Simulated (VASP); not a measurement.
CO2, 12 atoms in the cell. It takes space group Pa-3 (No. 205, cubic). The conventional cell has a = 5.630 Å, b = 5.630 Å, c = 5.630 Å, α = 90.00°, β = 90.00°, γ = 90.00°. Within 1.4 Å of C (site symmetry -3) lie 2 O at 1.05 Å. Within 1.4 Å of O (site symmetry 3) lie 1 C at 1.05 Å. 

```yaml
Program: VASP 6.6.1
Task: relaxation of cell and atoms
Functional: PBEsol
Potentials_or_basis: VASP PAW PBE potentials, release 64 (C, O)
Cutoff: 600 eV
k_mesh: 4 × 4 × 4
Occupations: gaussian, width 0.1 eV
Spin: no spin polarisation
Target_pressure: 1.74 GPa
Dipole_correction: no
Further_INCAR_settings: ALGO = Normal; EDIFF = 1e-06; IBRION = 2; EDIFFG = -0.05; NSW = 80; ISIF = 3
```

Potentials or basis: VASP PAW PBE potentials, release 64 (C, O).

Run with:

```bash
$ cat potpaw_PBE.64/C/POTCAR potpaw_PBE.64/O/POTCAR > POTCAR
$ mpirun -np 1 vasp_std > vasp.out
```

Hardware: 1 thread of Intel(R) Xeon(R) Platinum 8488C (Sapphire Rapids) (shared host).

Question: How long does it take, and how much memory?

Answer: Wall time 18 min on 1 thread of Intel(R) Xeon(R) Platinum 8488C (Sapphire Rapids) (shared host), peak memory 0.36 GiB. Counts: scf iterations 191, k points 11, ion steps 21.
